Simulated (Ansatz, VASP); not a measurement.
**One calculation of Se, two programs**

```xyz
3
Lattice="4.3552 -0.0653 -0.0653 -2.2342 3.8044 -0.0239 -0.0742 -0.0742 4.9494" Properties=species:S:1:pos:R:3 pbc="T T T"
Se    0.9327   -0.0265    0.8107
Se   -0.5467    0.7637    4.1194
Se    1.6236    2.8905    2.4049
```

Change from the starting cell: equal xy, yz and zx shear strains of -3 %, crystal datasets.

Alike in both runs: task electric field gradients; functional PBE; k mesh 8 × 8 × 6; occupations fermi-dirac, width 0.03 eV; no spin polarisation.

|  | VASP | Ansatz |
| --- | --- | --- |
| version | VASP 6.6.1 | Ansatz 0.2.0 |
| potentials or method | VASP PAW PBE potentials, release 64 (Se), cutoff 520 eV | all-electron PAW with datasets made for the crystal, scalar-relativistic |

Ansatz gave:

| Property | Result |
| --- | --- |
| pressure (GPa) | 5.6 |
| traceless stress, the component that is largest in VASP (GPa) | 1.85 |
| rms of the force components (eV/Å) | 0.709 |
| size of Vzz on the site where it differs most (V/Å²) | 516.8 |

**Question.** Estimate VASP's values.

**Answer.** Pressure (GPa): 5.8; traceless stress, the component that is largest in VASP (GPa): 1.93; rms of the force components (eV/Å): 0.738; size of Vzz on the site where it differs most (V/Å²): 494.6.

Atom by atom the forces differ by 0.030 eV/Å (rms over components). Ansatz ran all-electron here, and VASP with PAW potentials.
